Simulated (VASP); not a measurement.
# Ti (I4/mmm) in VASP: a series of runs, part 3 of 3

VASP 6.6.1. Earlier steps stand in the parts before.

## (7) Single point, PBE (strain +0.0175 x Voigt [1, 0, 0, 0, 0, 0])

The input, INCAR:

```
PREC = Accurate
ENCUT = 520
EDIFF = 1E-6
ISMEAR = 0
SIGMA = 0.15
LREAL = F
LASPH = T
NELM = 80
ALGO = Fast
ISIF = 2
LWAVE = F
LCHARG = F
GGA = PE
NBANDS = 12
```

The input, KPOINTS:

```
regular mesh
0
Gamma
  20 20 20
```

The input, POSCAR:

```
Ti
1.0
   -1.6697175000      1.6410000000      1.6410000000
    1.6697175000     -1.6410000000      1.6410000000
    1.6697175000      1.6410000000     -1.6410000000
Ti
1
Direct
    0.0000000000      0.0000000000      0.0000000000
```

Potentials or basis: VASP PAW PBE potentials, release 64 (Ti_sv).

On the command line:

```
$ cat potpaw_PBE.64/Ti_sv/POTCAR > POTCAR
$ mpirun -np 1 vasp_std > vasp.out
```

OUTCAR:

```text
PREC = Accurate
   ENCUT = 520
   EDIFF = 1E-6
   ISMEAR = 0
   LREAL = F
   LASPH = T
   NELM = 80
   ISIF = 2
   GGA = PE

 ion  position               nearest neighbor table
   1  0.000  0.000  0.000-

  LATTYP: Found a body centered tetragonal cell.
 ALAT       =     3.2820000000
 C/A-ratio  =     1.0175000000

  Lattice vectors:

 A1 = (  -1.6697175000,   1.6410000000,  -1.6410000000)
 A2 = (  -1.6697175000,  -1.6410000000,   1.6410000000)
 A3 = (   1.6697175000,   1.6410000000,   1.6410000000)

Analysis of symmetry for initial positions (statically):
=====================================================================
 Subroutine PRICEL returns:
 Original cell was already a primitive cell.

 Routine SETGRP: Setting up the symmetry group for a
 body centered tetragonal supercell.

 Subroutine GETGRP returns: Found 16 space group operations
 (whereof 16 operations were pure point group operations)
 out of a pool of 16 trial point group operations.

The static configuration has the point symmetry D_4h.

Analysis of symmetry for dynamics (positions and initial velocities):
=====================================================================
 Subroutine PRICEL returns:
 Original cell was already a primitive cell.

 Routine SETGRP: Setting up the symmetry group for a
 body centered tetragonal supercell.

 Subroutine GETGRP returns: Found 16 space group operations
 (whereof 16 operations were pure point group operations)
 out of a pool of 16 trial point group operations.

The dynamic configuration has the point symmetry D_4h.

 Subroutine INISYM returns: Found 16 space group operations
 (whereof 16 operations are pure point group operations),
 and found     1 'primitive' translations

----------------------------------------------------------------------------------------

                                     Primitive cell

  volume of cell :      17.9854

  direct lattice vectors                    reciprocal lattice vectors
    -1.669717500  1.641000000  1.641000000     0.000000000  0.304692261  0.304692261
     1.669717500 -1.641000000  1.641000000     0.299451853  0.000000000  0.304692261
     1.669717500  1.641000000 -1.641000000     0.299451853  0.304692261  0.000000000

  length of vectors
     2.858971586  2.858971586  2.858971586     0.430899928  0.427210471  0.427210471

  position of ions in fractional coordinates (direct lattice)
     0.000000000  0.000000000  0.000000000

  ion indices of the primitive-cell ions
   primitive index   ion index
                 1           1

----------------------------------------------------------------------------------------

 KPOINTS: regular mesh

Automatic generation of k-mesh.
 Grid dimensions read from file:
 generate k-points for:   20   20   20

 Generating k-lattice:

  Cartesian coordinates                     Fractional coordinates (reciprocal lattice)
     0.000000000  0.015234613  0.015234613     0.050000000  0.000000000  0.000000000
     0.014972593  0.000000000  0.015234613     0.000000000  0.050000000 -0.000000000
     0.014972593  0.015234613  0.000000000     0.000000000 -0.000000000  0.050000000

  Length of vectors
     0.021544996  0.021360524  0.021360524

  Shift w.r.t. Gamma in fractional coordinates (k-lattice)
     0.000000000  0.000000000  0.000000000

 Subroutine IBZKPT returns following result:
 ===========================================

 Found    641 irreducible k-points:

 Following reciprocal coordinates:
            Coordinates               Weight
  0.000000  0.000000  0.000000      1.000000
  0.050000  0.000000  0.000000      4.000000
  0.100000  0.000000  0.000000      4.000000
  0.150000  0.000000  0.000000      4.000000
  0.200000  0.000000  0.000000      4.000000
  0.250000  0.000000  0.000000      4.000000
[... 16 lines left out ...]
  0.050000  0.100000  0.000000     16.000000
  0.100000  0.100000 -0.000000     16.000000
 [... further k-points ...]
   k-points           NKPTS =    641   k-points in BZ     NKDIM =    641   number of bands    NBANDS=     12
   number of dos      NEDOS =    301   number of ions     NIONS =      1
   total plane-waves  NPLWV =  13824
   dimension x,y,z NGX =    24 NGY =   24 NGZ =   24
   dimension x,y,z NGXF=    48 NGYF=   48 NGZF=   48
   ions per type =               1
   NGX,Y,Z   is equivalent  to a cutoff of  13.96, 13.96, 13.96 a.u.
   NGXF,Y,Z  is equivalent  to a cutoff of  27.91, 27.91, 27.91 a.u.
 SYSTEM =  unknown system
   PREC   = accura    normal or accurate (medium, high low for compatibility)
   ISTART =      0    job   : 0-new  1-cont  2-samecut
   ICHARG =      2    charge: 1-file 2-atom 10-const
   ISPIN  =      1    spin polarized calculation?
   LNONCOLLINEAR =      F non collinear calculations
   LSORBIT =      F    spin-orbit coupling
   LASPH  =      T    aspherical Exc in radial PAW
   ENCUT  =  520.0 eV  38.22 Ry    6.18 a.u.   5.32  5.32  5.32*2*pi/ulx,y,z
   NELM   =     80;   NELMIN=  2; NELMDL= -5     # of ELM steps
   EDIFF  = 0.1E-05   stopping-criterion for ELM
   LREAL  =      F    real-space projection
   EDIFFG = 0.1E-04   stopping-criterion for IOM
   NSW    =      0    number of steps for IOM
   IBRION =     -1    ionic relax: 0-MD 1-quasi-New 2-CG
   NFREE  =      0    steps in history (QN), initial steepest desc. (CG)
   ISIF   =      2    stress and relaxation
   ISYM   =      2    0-nonsym 1-usesym 2-fastsym
   POTIM  = 0.5000    time-step for ionic-motion
   TEBEG  =    0.0;   TEEND  =   0.0 temperature during run
   PSTRESS=    0.0 pullay stress
   NELECT =      12.0000    total number of electrons
   NUPDOWN=      -1.0000    fix difference up-down
   EMIN   =  10.00;   EMAX   =-10.00  energy-range for DOS
   EFERMI =   0.00;   METHOD = LEGACY
   ISMEAR =     0;   SIGMA  =   0.15  broadening in eV -4-tet -1-fermi 0-gaus
   EFERMI_NEDOS =   21; number of points for ismear=-14 and -15
   IALGO  =     68    algorithm
   IMIX   =      4    mixing-type and parameters
     AMIX     =   0.40;   BMIX     =  1.00
     AMIX_MAG =   1.60;   BMIX_MAG =  1.00
  volume/ion in A,a.u.               =      17.99       121.37
  Fermi-wavevector in a.u.,A,eV,Ry     =   1.430524  2.703299 27.842954  2.046399
  Thomas-Fermi vector in A             =   2.550360
   LORBIT       =      0    0 simple, 1 ext, 2 COOP (PROOUT), +10 PAW based schemes
   GGA     = PE    functional components
   LHFCALC =     F    Hartree Fock is set to
   AEXX    =    0.0000 exact exchange contribution
   IVDW    =     0    specifies the selected vdW correction
   LEPSILON=     F    determine dielectric tensor
   LRPA    =     F    only Hartree local field effects (RPA)
 non-spin polarized calculation
 RMM-DIIS sequential band-by-band and
 Gauss-broadening in eV      SIGMA  =   0.15
  energy-cutoff  :      520.00
  volume of cell :       17.99
 maximum number of plane-waves:       496
 NGX is ok and might be reduce to    24
   NGX = 11   NGY = 11   NGZ = 11

 number of electron      12.0000003 magnetization

 Free energy of the ion-electron system (eV)
  ---------------------------------------------------
  ext. energy  EPLUGINS =         0.00000000
  ---------------------------------------------------
  free energy    TOTEN  =        -7.72767050 eV

  energy without entropy =       -7.69986798  energy(sigma->0) =       -7.71376924

 E-fermi :   7.7306     XC(G=0): -11.3310

 val. band max:        7.7306197384   @ k =  -0.2000   0.3500  -0.0000
 cond. band min:       7.7320972683   @ k =  -0.3000   0.3500   0.1000
 fundamental gap:      0.0014775298
 Fermi energy:         7.7306351088

 k-point     1 :       0.0000    0.0000    0.0000
  band No.  band energies     occupation
      1     -48.8734      2.00000
      2     -24.7686      2.00000
      3     -24.7686      2.00000
      4     -24.7672      2.00000
      5       1.8533      2.00000
      6       8.6470      0.00000
      7       8.6470      0.00000
      8       8.7636      0.00000
      9      10.2964      0.00000
     10      10.4321      0.00000
     11      24.6943      0.00000
     12      24.9936      0.00000
[... 331 lines left out ...]
 k-point    24 :       0.1000    0.1000   -0.0000
  band No.  band energies     occupation
      1     -48.8430      2.00000
      2     -24.9332      2.00000
      3     -24.8070      2.00000
      4     -24.7836      2.00000
      5       2.8092      2.00000
      6       8.3110      0.00000
      7       8.4269      0.00000
      8       9.3922      0.00000
      9      10.0313      0.00000
     10      10.4388      0.00000
     11      23.3089      0.00000
     12      24.0326      0.00000

 [... further k-points ...]
[... 5 lines left out ...]
  --------------------------------------------------------------------------------------
  -------------------------------------------------------------------------------------
  Total       -0.4460630     -0.4951053     -0.4951053      0.0000000      0.0000000      0.0000000
  in kB      -39.7362253    -44.1050207    -44.1050207      0.0000000      0.0000000      0.0000000
  external PRESSURE =     -42.6487556 kB  Pullay stress =       0.0000000 kB

 VOLUME and BASIS-vectors are now :
 -----------------------------------------------------------------------------
  energy-cutoff  :      520.00
  volume of cell :       17.99
      direct lattice vectors                 reciprocal lattice vectors
    -1.669717500  1.641000000  1.641000000     0.000000000  0.304692261  0.304692261
     1.669717500 -1.641000000  1.641000000     0.299451853  0.000000000  0.304692261
     1.669717500  1.641000000 -1.641000000     0.299451853  0.304692261  0.000000000

 POSITION                                       TOTAL-FORCE (eV/Angst)
 -----------------------------------------------------------------------------------
      0.00000      0.00000      0.00000        -0.000000      0.000000      0.000000
 -----------------------------------------------------------------------------------
    total drift:                                0.000000      0.000000     -0.000000

  FREE ENERGIE OF THE ION-ELECTRON SYSTEM (eV)
  ---------------------------------------------------
  free  energy   TOTEN  =        -7.7276705022 eV

  energy  without entropy=       -7.6998679782  energy(sigma->0) =       -7.71376924
```

Run time: 4.5 min. Hardware: 1 thread of Intel Xeon 8259CL, shared host; peak memory 0.25 GiB.

What came out:

```
Free energy            : -7.7277 eV
Pressure               : -4.3 GPa
Band gap on the k mesh : zero (band 6 reaches 8.66 eV, above the bottom of band 7 at 7.11 eV)
```

Caveat: the cell differs from its parent crystal (strain +0.0175 x Voigt [1, 0, 0, 0, 0, 0]).

## (8) Overview

| cell | gap on the mesh (eV) | pressure (GPa) |
| --- | --- | --- |
| a = 2.838 Å, angles 109.7, 109.3, 109.3°, 1 atom | none | -2.1 |
| a = 2.847 Å, angles 109.2, 109.6, 109.6°, 1 atom | none | -3.1 |
| a = 2.852 Å, angles 108.9, 109.7, 109.7°, 1 atom | none | -3.6 |
| a = 2.857 Å, angles 108.7, 109.9, 109.9°, 1 atom | none | -4.0 |
| a = 2.861 Å, angles 108.4, 110.0, 110.0°, 1 atom | none | -4.5 |
| a = 2.859 Å, angles 108.5, 109.9, 109.9°, 1 atom | none | -4.3 |

Alike in all rows: task single point; level PBE; potentials or basis VASP PAW PBE potentials, release 64 (Ti_sv); no spin polarisation; k mesh 20 × 20 × 20; cutoff (eV) 520; smearing gaussian 0.15 eV.

Total energies depend on the potentials used, so only differences within one code and one set of settings carry meaning.
